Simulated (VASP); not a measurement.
# YInCu4 (F-43m) in VASP: notebook

Runs on YInCu4. Level: LDA. Tasks: single point, relaxation of cell and atoms.

All numbers are computed with VASP 6.6.1; they aren't measurements. Logs are shortened: lines on timing, memory, paths and dates and some standing lists are left out, and cuts for length are marked.

**1. The cell of the first run**

Symmetry: F-43m, No. 216, cubic system. Conventional cell: a = 7.040 Å, b = 7.040 Å, c = 7.040 Å, α = 90.00°, β = 90.00°, γ = 90.00°. Y (site symmetry -43m) has 12 Cu at 2.92 Å and 4 In at 3.05 Å within 3.8 Å. In (site symmetry -43m) has 12 Cu at 2.92 Å and 4 Y at 3.05 Å within 3.8 Å. Within 3.3 Å of Cu (site symmetry 3m) lie 6 Cu at 2.48 to 2.50 Å and 3 In at 2.92 Å and 3 Y at 2.92 Å.

**2. Single point, LDA**

INCAR reads:

```
ALGO = Normal ; EDIFF = 1E-7
ENCUT = 520 ; GGA = CA
ISIF = 2 ; ISMEAR = -1
LASPH = T ; LCHARG = T
LELF = T ; LREAL = F
LVHAR = T ; LWAVE = F
NBANDS = 43 ; NELM = 60
PREC = Accurate ; SIGMA = 0.05
```

KPOINTS reads:

```
k-points
0
Gamma
  8 8 8
```

POSCAR reads:

```
YInCu4
1.0
    0.0000000000      3.5201705576      3.5201705576
    3.5201705576      0.0000000000      3.5201705576
    3.5201705576      3.5201705576      0.0000000000
Y In Cu
1 1 4
Direct
    0.0000000000      0.0000000000      0.0000000000
    0.2500000000      0.2500000000      0.2500000000
    0.6245529542      0.1263411375      0.6245529542
    0.6245529542      0.6245529542      0.1263411375
    0.6245529542      0.6245529542      0.6245529542
    0.1263411375      0.6245529542      0.6245529542
```

Potentials or basis: VASP PAW LDA potentials, release 64 (Y_sv, In_d, Cu).

The run is started by

```
> cat potpaw_LDA.64/Y_sv/POTCAR potpaw_LDA.64/In_d/POTCAR potpaw_LDA.64/Cu/POTCAR > POTCAR
> mpirun -np 1 vasp_std > vasp.out
```

OUTCAR:

```text
EDIFF = 1E-7
   ENCUT = 520
   GGA = CA
   ISIF = 2
   ISMEAR = -1
   LASPH = T
   LREAL = F
   NELM = 60
   PREC = Accurate

 ion  position               nearest neighbor table
   1  0.000  0.000  0.000-   4 2.92   3 2.92   6 2.92   5 2.92   5 2.92   5 2.92   3 2.92   3 2.92
                             6 2.92   4 2.92   4 2.92   6 2.92   2 3.05   2 3.05   2 3.05   2 3.05
   2  0.250  0.250  0.250-   3 2.92   6 2.92   4 2.92   6 2.92   3 2.92   4 2.92   5 2.92   5 2.92
                             5 2.92   3 2.92   4 2.92   6 2.92   1 3.05   1 3.05   1 3.05   1 3.05
   3  0.625  0.126  0.625-   4 2.48   5 2.48   6 2.48   6 2.50   4 2.50   5 2.50   2 2.92   2 2.92
                             2 2.92   1 2.92   1 2.92   1 2.92
   4  0.625  0.625  0.126-   3 2.48   5 2.48   6 2.48   3 2.50   6 2.50   5 2.50   2 2.92   2 2.92
                             2 2.92   1 2.92   1 2.92   1 2.92
   5  0.625  0.625  0.625-   3 2.48   4 2.48   6 2.48   6 2.50   3 2.50   4 2.50   2 2.92   2 2.92
                             2 2.92   1 2.92   1 2.92   1 2.92
   6  0.126  0.625  0.625-   3 2.48   4 2.48   5 2.48   3 2.50   4 2.50   5 2.50   2 2.92   2 2.92
                             2 2.92   1 2.92   1 2.92   1 2.92

  LATTYP: Found a face centered cubic cell.
 ALAT       =     7.0403411152

  Lattice vectors:

 A1 = (   0.0000000000,   3.5201705576,   3.5201705576)
 A2 = (   3.5201705576,   0.0000000000,   3.5201705576)
 A3 = (   3.5201705576,   3.5201705576,   0.0000000000)

Analysis of symmetry for initial positions (statically):
=====================================================================
 Subroutine PRICEL returns:
 Original cell was already a primitive cell.

 Routine SETGRP: Setting up the symmetry group for a
 face centered cubic supercell.

 Subroutine GETGRP returns: Found 24 space group operations
 (whereof 24 operations were pure point group operations)
 out of a pool of 48 trial point group operations.

The static configuration has the point symmetry T_d .

Analysis of symmetry for dynamics (positions and initial velocities):
=====================================================================
 Subroutine PRICEL returns:
 Original cell was already a primitive cell.

 Routine SETGRP: Setting up the symmetry group for a
 face centered cubic supercell.

 Subroutine GETGRP returns: Found 24 space group operations
 (whereof 24 operations were pure point group operations)
 out of a pool of 48 trial point group operations.

The dynamic configuration has the point symmetry T_d .

 Subroutine INISYM returns: Found 24 space group operations
 (whereof 24 operations are pure point group operations),
 and found     1 'primitive' translations

----------------------------------------------------------------------------------------

                                     Primitive cell

  volume of cell :      87.2411

  direct lattice vectors                    reciprocal lattice vectors
     0.000000000  3.520170558  3.520170558    -0.142038572  0.142038572  0.142038572
     3.520170558  0.000000000  3.520170558     0.142038572 -0.142038572  0.142038572
     3.520170558  3.520170558  0.000000000     0.142038572  0.142038572 -0.142038572

  length of vectors
     4.978272944  4.978272944  4.978272944     0.246018024  0.246018024  0.246018024

  position of ions in fractional coordinates (direct lattice)
     0.000000000  0.000000000  0.000000000
     0.250000000  0.250000000  0.250000000
     0.624552954  0.126341137  0.624552954
     0.624552954  0.624552954  0.126341137
     0.624552954  0.624552954  0.624552954
     0.126341137  0.624552954  0.624552954

  ion indices of the primitive-cell ions
   primitive index   ion index
                 1           1
                 2           2
                 3           3
                 4           4
                 5           5
                 6           6

----------------------------------------------------------------------------------------

 KPOINTS: k-points

Automatic generation of k-mesh.
 Grid dimensions read from file:
 generate k-points for:    8    8    8

 Generating k-lattice:

  Cartesian coordinates                     Fractional coordinates (reciprocal lattice)
    -0.017754822  0.017754822  0.017754822     0.125000000  0.000000000  0.000000000
     0.017754822 -0.017754822  0.017754822     0.000000000  0.125000000  0.000000000
     0.017754822  0.017754822 -0.017754822     0.000000000  0.000000000  0.125000000

  Length of vectors
     0.030752253  0.030752253  0.030752253

  Shift w.r.t. Gamma in fractional coordinates (k-lattice)
     0.000000000  0.000000000  0.000000000

 Subroutine IBZKPT returns following result:
 ===========================================

 Found     29 irreducible k-points:

 Following reciprocal coordinates:
            Coordinates               Weight
  0.000000  0.000000  0.000000      1.000000
  0.125000  0.000000  0.000000      8.000000
  0.250000  0.000000  0.000000      8.000000
  0.375000  0.000000  0.000000      8.000000
  0.500000  0.000000  0.000000      4.000000
  0.125000  0.125000  0.000000      6.000000
[... 16 lines left out ...]
  0.500000  0.250000  0.125000     48.000000
 -0.375000  0.250000  0.125000     24.000000
 [... further k-points ...]
   k-points           NKPTS =     29   k-points in BZ     NKDIM =     29   number of bands    NBANDS=     43
   number of dos      NEDOS =    301   number of ions     NIONS =      6
   total plane-waves  NPLWV =  64000
   dimension x,y,z NGX =    40 NGY =   40 NGZ =   40
   dimension x,y,z NGXF=    80 NGYF=   80 NGZF=   80
   ions per type =               1   1   4
   NGX,Y,Z   is equivalent  to a cutoff of  13.36, 13.36, 13.36 a.u.
   NGXF,Y,Z  is equivalent  to a cutoff of  26.72, 26.72, 26.72 a.u.
 SYSTEM =  unknown system
   PREC   = accura    normal or accurate (medium, high low for compatibility)
   ISTART =      0    job   : 0-new  1-cont  2-samecut
   ICHARG =      2    charge: 1-file 2-atom 10-const
   ISPIN  =      1    spin polarized calculation?
   LNONCOLLINEAR =      F non collinear calculations
   LSORBIT =      F    spin-orbit coupling
   LASPH  =      T    aspherical Exc in radial PAW
   ENCUT  =  520.0 eV  38.22 Ry    6.18 a.u.   9.26  9.26  9.26*2*pi/ulx,y,z
   NELM   =     60;   NELMIN=  2; NELMDL= -5     # of ELM steps
   EDIFF  = 0.1E-06   stopping-criterion for ELM
   LREAL  =      F    real-space projection
   EDIFFG = 0.1E-05   stopping-criterion for IOM
   NSW    =      0    number of steps for IOM
   IBRION =     -1    ionic relax: 0-MD 1-quasi-New 2-CG
   NFREE  =      0    steps in history (QN), initial steepest desc. (CG)
   ISIF   =      2    stress and relaxation
   ISYM   =      2    0-nonsym 1-usesym 2-fastsym
   POTIM  = 0.5000    time-step for ionic-motion
   TEBEG  =    0.0;   TEEND  =   0.0 temperature during run
   PSTRESS=    0.0 pullay stress
   NELECT =      68.0000    total number of electrons
   NUPDOWN=      -1.0000    fix difference up-down
   EMIN   =  10.00;   EMAX   =-10.00  energy-range for DOS
   EFERMI =   0.00;   METHOD = LEGACY
   ISMEAR =    -1;   SIGMA  =   0.05  broadening in eV -4-tet -1-fermi 0-gaus
   EFERMI_NEDOS =   21; number of points for ismear=-14 and -15
   IALGO  =     38    algorithm
   IMIX   =      4    mixing-type and parameters
     AMIX     =   0.40;   BMIX     =  1.00
     AMIX_MAG =   1.60;   BMIX_MAG =  1.00
  volume/ion in A,a.u.               =      14.54        98.12
  Fermi-wavevector in a.u.,A,eV,Ry     =   1.506621  2.847101 30.883969  2.269908
  Thomas-Fermi vector in A             =   2.617315
   LORBIT       =      0    0 simple, 1 ext, 2 COOP (PROOUT), +10 PAW based schemes
   GGA     = CA    functional components
   LHFCALC =     F    Hartree Fock is set to
   AEXX    =    0.0000 exact exchange contribution
   IVDW    =     0    specifies the selected vdW correction
   LEPSILON=     F    determine dielectric tensor
   LRPA    =     F    only Hartree local field effects (RPA)
 non-spin polarized calculation
  energy-cutoff  :      520.00
  volume of cell :       87.24
 maximum number of plane-waves:      2397
 NGX is ok and might be reduce to    40
   NGX = 19   NGY = 19   NGZ = 19

 number of electron      68.0000001 magnetization

 Free energy of the ion-electron system (eV)
  ---------------------------------------------------
  ext. energy  EPLUGINS =         0.00000000
  ---------------------------------------------------
  free energy    TOTEN  =       -30.86208064 eV

  energy without entropy =      -30.86036305  energy(sigma->0) =      -30.86122184

 E-fermi :   7.9898     XC(G=0): -12.5351

 val. band max:        7.9834540413   @ k =  -0.2500   0.5000   0.2500
 cond. band min:       8.1424376669   @ k =   0.0000   0.0000   0.0000
 fundamental gap:      0.1589836256
 Fermi energy:         7.9898241269

 k-point     1 :       0.0000    0.0000    0.0000
  band No.  band energies     occupation
      1     -34.1646      2.00000
      2     -14.4171      2.00000
      3     -14.4171      2.00000
      4     -14.4171      2.00000
      5      -6.4734      2.00000
      6      -6.4734      2.00000
[... 35 lines left out ...]
     42      13.9478      0.00000
     43      13.9478      0.00000

 k-point     2 :       0.1250    0.0000    0.0000
  band No.  band energies     occupation
      1     -34.1644      2.00000
      2     -14.4217      2.00000
      3     -14.4173      2.00000
      4     -14.4173      2.00000
      5      -6.4789      2.00000
      6      -6.4789      2.00000
[... 35 lines left out ...]
     42      13.6703      0.00000
     43      13.6703      0.00000

 k-point     3 :       0.2500    0.0000    0.0000
  band No.  band energies     occupation
      1     -34.1640      2.00000
      2     -14.4327      2.00000
      3     -14.4177      2.00000
      4     -14.4177      2.00000
      5      -6.4880      2.00000
      6      -6.4821      2.00000
[... 919 lines left out ...]
      6      -6.4894      2.00000
[... 35 lines left out ...]
     42      14.6452      0.00000
     43      15.1503      0.00000

 k-point    24 :      -0.3750    0.2500    0.1250
  band No.  band energies     occupation
      1     -34.1633      2.00000
      2     -14.4424      2.00000
      3     -14.4266      2.00000
      4     -14.4202      2.00000
      5      -6.5016      2.00000
      6      -6.4885      2.00000
[... 35 lines left out ...]
     42      14.7670      0.00000
     43      15.1177      0.00000

 [... further k-points ...]

------------------------ aborting loop because EDIFF is reached ----------------------------------------

  FORCE on cell =-STRESS in cart. coord.  units (eV):
  Direction    XX          YY          ZZ          XY          YZ          ZX
  --------------------------------------------------------------------------------------
  -------------------------------------------------------------------------------------
  Total        0.2572890      0.2572890      0.2572890     -0.0000000      0.0000000      0.0000000
  in kB        4.7250974      4.7250974      4.7250974     -0.0000000      0.0000000      0.0000000
  external PRESSURE =       4.7250974 kB  Pullay stress =       0.0000000 kB

 VOLUME and BASIS-vectors are now :
 -----------------------------------------------------------------------------
  energy-cutoff  :      520.00
  volume of cell :       87.24
      direct lattice vectors                 reciprocal lattice vectors
     0.000000000  3.520170558  3.520170558    -0.142038572  0.142038572  0.142038572
     3.520170558  0.000000000  3.520170558     0.142038572 -0.142038572  0.142038572
     3.520170558  3.520170558  0.000000000     0.142038572  0.142038572 -0.142038572

 POSITION                                       TOTAL-FORCE (eV/Angst)
 -----------------------------------------------------------------------------------
      0.00000      0.00000      0.00000        -0.000000     -0.000000     -0.000000
      1.76009      1.76009      1.76009        -0.000000     -0.000000     -0.000000
      2.64328      4.39707      2.64328        -0.003484      0.003484     -0.003484
      2.64328      2.64328      4.39707        -0.003484     -0.003484      0.003484
      4.39707      4.39707      4.39707         0.003484      0.003484      0.003484
      4.39707      2.64328      2.64328         0.003484     -0.003484     -0.003484
 -----------------------------------------------------------------------------------
    total drift:                               -0.000000     -0.000000     -0.000000

  FREE ENERGIE OF THE ION-ELECTRON SYSTEM (eV)
  ---------------------------------------------------
  free  energy   TOTEN  =       -30.8620806394 eV

  energy  without entropy=      -30.8603630454  energy(sigma->0) =      -30.86122184
```

Wall time 6 min (1 thread of Oxide Virtual Turin-like, shared host); peak memory 0.24 GiB.

Results:

| Property | Result |
| --- | --- |
| Free energy | -30.8621 eV |
| Pressure | 0.5 GPa |
| Largest force | 0.006 eV/Å |
| Band gap on the k mesh | zero (band 34 reaches 7.98 eV, above the bottom of band 35 at 7.78 eV) |

Forces on the atoms (eV/Å):
```
Y    0.000  0.000  0.000
In   0.000  0.000  0.000
Cu  -0.003  0.003 -0.003
Cu  -0.003 -0.003  0.003
Cu   0.003  0.003  0.003
Cu   0.003 -0.003 -0.003
```

Levels at points of the mesh, in eV from the Fermi level:
```csv
k point,band 31,band 32,band 33,band 34,band 35,band 36,band 37,band 38
"(0.00, 0.00, 0.00)",-1.47,-1.47,-1.47,-0.80,0.15,0.15,1.36,2.88
"(0.50, 0.00, 0.00)",-1.92,-0.97,-0.84,-0.84,1.15,1.25,1.25,1.85
"(0.50, 0.50, 0.00)",-2.65,-2.41,-0.73,-0.73,-0.21,1.87,2.20,2.20
```

Caveat: spin-orbit coupling is left out, which moves the levels of the heavy elements.

**3. Single point, LDA**

INCAR reads:

```
SYSTEM = YInCu4
PREC = Accurate
ENCUT = 520
EDIFF = 1E-7
ISMEAR = -1
SIGMA = 0.05
LREAL = .False.
LASPH = .True.
NELM = 100
ALGO = Normal
ISIF = 2
LWAVE = .False.
LCHARG = .False.
NBANDS = 43
```

KPOINTS reads:

```
Automatic mesh
0
Gamma
  8 8 8
  0 0 0
```

POSCAR is that of step 2.

Potentials or basis: VASP PAW LDA potentials, release 64 (Y_sv, In_d, Cu).

The run is started by

```
> cat potpaw_LDA.64/Y_sv/POTCAR potpaw_LDA.64/In_d/POTCAR potpaw_LDA.64/Cu/POTCAR > POTCAR
> mpirun -np 1 vasp_std > vasp.out
```

OUTCAR:

```text
SYSTEM = YInCu4
   PREC = Accurate
   ENCUT = 520
   EDIFF = 1E-7
   ISMEAR = -1
   LREAL = .False.
   LASPH = .True.
   NELM = 100
   ISIF = 2

 ion  position               nearest neighbor table
   1  0.000  0.000  0.000-   4 2.92   3 2.92   6 2.92   5 2.92   5 2.92   5 2.92   3 2.92   3 2.92
                             6 2.92   4 2.92   4 2.92   6 2.92   2 3.05   2 3.05   2 3.05   2 3.05
   2  0.250  0.250  0.250-   3 2.92   6 2.92   4 2.92   6 2.92   3 2.92   4 2.92   5 2.92   5 2.92
                             5 2.92   3 2.92   4 2.92   6 2.92   1 3.05   1 3.05   1 3.05   1 3.05
[... 1319 lines left out ...]
  Total        0.2572890      0.2572890      0.2572890     -0.0000000      0.0000000      0.0000000
  in kB        4.7250974      4.7250974      4.7250974     -0.0000000      0.0000000      0.0000000
  external PRESSURE =       4.7250974 kB  Pullay stress =       0.0000000 kB

 VOLUME and BASIS-vectors are now :
 -----------------------------------------------------------------------------
  energy-cutoff  :      520.00
  volume of cell :       87.24
      direct lattice vectors                 reciprocal lattice vectors
     0.000000000  3.520170558  3.520170558    -0.142038572  0.142038572  0.142038572
     3.520170558  0.000000000  3.520170558     0.142038572 -0.142038572  0.142038572
     3.520170558  3.520170558  0.000000000     0.142038572  0.142038572 -0.142038572

 POSITION                                       TOTAL-FORCE (eV/Angst)
 -----------------------------------------------------------------------------------
      0.00000      0.00000      0.00000        -0.000000     -0.000000     -0.000000
      1.76009      1.76009      1.76009        -0.000000     -0.000000     -0.000000
      2.64328      4.39707      2.64328        -0.003484      0.003484     -0.003484
      2.64328      2.64328      4.39707        -0.003484     -0.003484      0.003484
      4.39707      4.39707      4.39707         0.003484      0.003484      0.003484
      4.39707      2.64328      2.64328         0.003484     -0.003484     -0.003484
 -----------------------------------------------------------------------------------
    total drift:                               -0.000000     -0.000000     -0.000000

  FREE ENERGIE OF THE ION-ELECTRON SYSTEM (eV)
  ---------------------------------------------------
  free  energy   TOTEN  =       -30.8620806394 eV

  energy  without entropy=      -30.8603630454  energy(sigma->0) =      -30.86122184
```

stdout:

```text
POSCAR found type information on POSCAR Y InCu
 POSCAR found :  3 types and       6 ions
 scaLAPACK will be used
 LDA part: xc-table for (Slater(with rela. corr.)+CA(PZ))
 , standard interpolation
 POSCAR, INCAR and KPOINTS ok, starting setup
 FFT: planning ... GRIDC
 FFT: planning ... GRID_SOFT
 FFT: planning ... GRID
 WAVECAR not read
 entering main loop
```

Run time: 6.5 min. Hardware: 1 thread of Oxide Virtual Turin-like, shared host; peak memory 0.24 GiB.

Results:

```
Free energy            : -30.8621 eV
Pressure               : 0.5 GPa
Largest force          : 0.006 eV/Å
Band gap on the k mesh : zero (band 34 reaches 7.98 eV, above the bottom of band 35 at 7.78 eV)
```

Forces in eV/Å, atoms in the order of the input:
```
Y    0.000  0.000  0.000
In   0.000  0.000  0.000
Cu  -0.003  0.003 -0.003
Cu  -0.003 -0.003  0.003
Cu   0.003  0.003  0.003
Cu   0.003 -0.003 -0.003
```

Caveat: spin-orbit coupling is left out, which moves the levels of the heavy elements.

(Continued in part 2 of 2.)
